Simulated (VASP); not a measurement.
Here is a VASP 6.6.1 calculation.

The input INCAR:

```
  ALGO = Normal
  EDIFF = 1E-6
  ENCUT = 500
  GGA = CA
  GGA_COMPAT = False
  ISIF = 2
  ISMEAR = 0
  ISPIN = 2
  LASPH = True
  LCHARG = False
  LDAU = True
  LDAUJ = 0 0
  LDAUL = 2 -1
  LDAUPRINT = 1
  LDAUTYPE = 2
  LDAUU = 5 0
  LMAXMIX = 4
  LORBIT = 11
  LREAL = False
  LWAVE = False
  MAGMOM = 3.09 -0.2
  NBANDS = 20
  NELM = 200
  PREC = Accurate
  SIGMA = 0.05
```

File KPOINTS:

```
k-points
0
Gamma
  6 6 6
```

POSCAR

```
VSe
1.0
    3.3195141700      0.0000000000      0.0000000000
    0.0000000000      3.3195141700      0.0000000000
    0.0000000000      0.0000000000      3.3195141700
V Se
1 1
Direct
    0.0000000000      0.0000000000      0.0000000000
    0.5000000000      0.5000000000      0.5000000000
```

Potentials or basis: VASP PAW LDA potentials, release 64 (V_sv, Se).

Command:

```console
$ cat potpaw_LDA.64/V_sv/POTCAR potpaw_LDA.64/Se/POTCAR > POTCAR
$ mpirun -np 1 vasp_std > vasp.out
```

Question: What does it give for the band gap on the k mesh?

Answer: Zero (filled and empty bands overlap).

Question: Predict the pressure.

Answer: -6.0 GPa.

Question: Predict the site moments.

Answer: V +2.85; Se -0.30 μB.

Eigenvalues of the final occupation matrices:
```csv
site,spin,trace,eigenvalues
site 1 d,1,2.93,0.36 0.36 0.74 0.74 0.74
site 1 d,2,0.15,0.01 0.01 0.04 0.04 0.04
```

Caveat: the cell stands under tension.
